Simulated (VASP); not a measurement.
# HPbNO4 (P1) in VASP: a series of runs, part 2 of 2

VASP 6.6.1. Earlier steps stand in the parts before.

## 5. Single point, r2SCAN+rVV10

This run uses another cell than the first one, of 11.88 Å³/atom, 0.845 times its volume.

File POSCAR:

```
HPbNO4
1.0
    3.7184535688      0.2471391343      0.0308087616
    0.4434929849      4.0742838420      0.0516650356
    0.8836640953      0.9217187987      5.5484194049
H Pb N O
1 1 1 4
Direct
    0.5585374968      0.8943116554      0.2180286809
    0.6514321124      0.4441873242      0.9060810387
    0.7632622336      0.2034629578      0.5021325252
    0.1648121951      0.5552755134      0.7641167750
    0.6226761041      0.9537572297      0.5060969162
    0.5041172612      0.9368933133      0.0509984433
    0.8542125969      0.3811620061      0.3025456208
```

File INCAR.step1:

```
PREC = Accurate
ENCUT = 520
ISMEAR = -1
SIGMA = 0.05
LREAL = F
LASPH = T
NELM = 100
NBANDS = 31
GGA = PE
ALGO = Normal
EDIFF = 1E-4
LWAVE = T
LCHARG = F
```

File INCAR.step2:

```
PREC = Accurate
ENCUT = 520
EDIFF = 1E-6
ISMEAR = -1
SIGMA = 0.05
LREAL = F
LASPH = T
NELM = 100
ALGO = Normal
ISIF = 2
LWAVE = F
LCHARG = F
METAGGA = R2SCAN
LMIXTAU = T
LUSE_VDW = T
IVDW_NL = 2
BPARAM = 11.95
CPARAM = 0.0093
NBANDS = 31
ISTART = 1
```

File KPOINTS:

```
regular mesh
0
Gamma
  5 5 4
```

Potentials or basis: VASP PAW PBE potentials, release 64 (H, Pb_d, N, O).

Launch:

```sh
cat potpaw_PBE.64/H/POTCAR potpaw_PBE.64/Pb_d/POTCAR potpaw_PBE.64/N/POTCAR potpaw_PBE.64/O/POTCAR > POTCAR
cp INCAR.step1 INCAR
mpirun -np 1 vasp_std > vasp.out
cp INCAR.step2 INCAR
mpirun -np 1 vasp_std > vasp.out
```

OUTCAR:

```text
PREC = Accurate
   ENCUT = 520
   EDIFF = 1E-6
   ISMEAR = -1
   LREAL = F
   LASPH = T
   NELM = 100
   ISIF = 2
   METAGGA = R2SCAN
   IVDW_NL = 2
   BPARAM = 11.95
   ISTART = 1

 ion  position               nearest neighbor table
   1  0.559  0.894  0.218-   6 0.98
   2  0.651  0.444  0.906-   4 2.04   4 2.06   6 2.21   6 2.27   7 2.46   3 2.61   5 2.79
[... 1035 lines left out ...]
  -------------------------------------------------------------------------------------
  Total        0.4824771      0.9522288      0.6700986      0.5430607     -0.3476630     -0.1077221
  in kB        9.2925408     18.3399871     12.9061429     10.4593838     -6.6960112     -2.0747353
  external PRESSURE =      13.5128903 kB  Pullay stress =       0.0000000 kB

 VOLUME and BASIS-vectors are now :
 -----------------------------------------------------------------------------
  energy-cutoff  :      520.00
  volume of cell :       83.19
      direct lattice vectors                 reciprocal lattice vectors
     3.718453569  0.247139134  0.030808762     0.271176394 -0.029031520 -0.038365871
     0.443492985  4.074283842  0.051665036    -0.016142458  0.247688213 -0.038575738
     0.883664095  0.921718799  5.548419405    -0.001355451 -0.002145187  0.180803748

 POSITION                                       TOTAL-FORCE (eV/Angst)
 -----------------------------------------------------------------------------------
      2.66618      3.98268      1.27313         0.044106     -0.000619      0.155537
      3.41999      2.80589      5.07034         0.005348     -0.011434      0.005381
      3.37211      1.48042      2.82007         0.292413      0.395169      0.463036
      1.53433      3.00738      4.27341        -0.008986      0.027002     -0.070146
      3.18560      4.50624      2.87650        -0.415079     -0.689159      0.004015
      2.33511      3.98876      0.34690        -0.042555     -0.003774     -0.068725
      3.61274      2.04293      1.72466         0.124753      0.282816     -0.489098
 -----------------------------------------------------------------------------------
    total drift:                               -0.000381      0.002010      0.000271

  FREE ENERGIE OF THE ION-ELECTRON SYSTEM (eV)
  ---------------------------------------------------
  free  energy   TOTEN  =       -95.1427634571 eV

  energy  without entropy=      -95.1427573161  energy(sigma->0) =      -95.14276039
```

OUTCAR.step1:

```text
PREC = Accurate
   ENCUT = 520
   ISMEAR = -1
   LREAL = F
   LASPH = T
[... 1059 lines left out ...]
      1.53433      3.00738      4.27341         0.035349      0.117841     -0.312619
      3.18560      4.50624      2.87650        -0.576387     -0.967405      0.048129
      2.33511      3.98876      0.34690        -0.254599     -0.049944     -0.215698
      3.61274      2.04293      1.72466         0.277728      0.495223     -0.528375
 -----------------------------------------------------------------------------------
    total drift:                                0.000000      0.001457      0.003906

  FREE ENERGIE OF THE ION-ELECTRON SYSTEM (eV)
  ---------------------------------------------------
  free  energy   TOTEN  =       -38.4630085427 eV

  energy  without entropy=      -38.4629752523  energy(sigma->0) =      -38.46299190
```

OSZICAR.step1:

```text
N       E                     dE             d eps       ncg     rms          rms(c)
DAV:   1     0.481819132097E+03    0.48182E+03   -0.22797E+04  3162   0.157E+03
DAV:   2     0.120388704883E+02   -0.46978E+03   -0.43957E+03  3559   0.435E+02
DAV:   3    -0.413228133790E+02   -0.53362E+02   -0.52503E+02  4124   0.156E+02
DAV:   4    -0.429727057265E+02   -0.16499E+01   -0.16453E+01  3845   0.299E+01
DAV:   5    -0.430301546289E+02   -0.57449E-01   -0.57435E-01  4183   0.564E+00    0.141E+01
DAV:   6    -0.386981094294E+02    0.43320E+01   -0.15861E+01  5065   0.412E+01    0.633E+00
DAV:   7    -0.385288662203E+02    0.16924E+00   -0.27074E+00  4090   0.113E+01    0.351E+00
DAV:   8    -0.384779443709E+02    0.50922E-01   -0.53264E-01  4430   0.498E+00    0.200E+00
DAV:   9    -0.384601993509E+02    0.17745E-01   -0.96835E-02  4439   0.246E+00    0.523E-01
DAV:  10    -0.384625951044E+02   -0.23958E-02   -0.15889E-02  4340   0.874E-01    0.171E-01
DAV:  11    -0.384628317514E+02   -0.23665E-03   -0.17947E-03  4141   0.323E-01    0.712E-02
DAV:  12    -0.384629952876E+02   -0.16354E-03   -0.43443E-04  3776   0.134E-01    0.239E-02
DAV:  13    -0.384630085427E+02   -0.13255E-04   -0.53469E-05  2428   0.535E-02
   1 F= -.38463009E+02 E0= -.38462992E+02  d E =-.332903E-04
```

Wall time 3.7 min (1 thread of Intel Xeon 6975P-C (Granite Rapids), shared host); peak memory 0.42 GiB.

What came out:

- Free energy: -95.1428 eV
- Pressure: 1.4 GPa
- Largest force: 0.805 eV/Å
- Band gap on the k mesh: 0.94 eV, direct

Forces on the atoms (eV/Å):
```
H    0.044 -0.001  0.156
Pb   0.005 -0.011  0.005
N    0.292  0.395  0.463
O   -0.009  0.027 -0.070
O   -0.415 -0.689  0.004
O   -0.043 -0.004 -0.069
O    0.125  0.283 -0.489
```

Caveat: the standard files for N, O and F lose accuracy on very short bonds; the PAW data sets were made with another functional, which shifts forces and pressure a little; spin-orbit coupling is left out, which moves the levels of the heavy elements.

## 6. Summary

| level | cell | k mesh | grid for exact exchange (PRECFOCK) | gap on the mesh (eV) | pressure (GPa) | largest force (eV/Å) |
| --- | --- | --- | --- | --- | --- | --- |
| revPBE | a = 3.857, b = 4.338, c = 5.984 Å, angles 81.9, 83.3, 87.7°, 7 atoms | 5 × 4 × 4 | - | 0.26 | 2.7 | 0.84 |
| PBE+D4 | a = 3.755, b = 4.224, c = 5.874 Å, angles 79.9, 79.4, 83.2°, 7 atoms | 4 × 4 × 3 | - | 0.70 | 0.7 | 0.63 |
| r2SCANh | a = 3.857, b = 4.338, c = 5.984 Å, angles 81.9, 83.3, 87.7°, 7 atoms | 3 × 3 × 2 | Fast | 0.79 | -5.2 | 0.53 |
| r2SCAN+rVV10 | a = 3.727, b = 4.099, c = 5.693 Å, angles 79.0, 80.0, 80.0°, 7 atoms | 5 × 5 × 4 | - | 0.94 | 1.4 | 0.80 |

Alike in all rows: task single point; potentials or basis VASP PAW PBE potentials, release 64 (H, Pb_d, N, O); no spin polarisation; cutoff (eV) 520; smearing fermi-dirac 0.05 eV.

Caveats: some runs use coarse meshes; the standard files for N, O and F lose accuracy on very short bonds; spin-orbit coupling is left out, which moves the levels of the heavy elements; the PAW data sets were made with another functional, which shifts forces and pressure a little (some runs).

Total energies depend on the potentials used, so only differences within one code and one set of settings carry meaning.
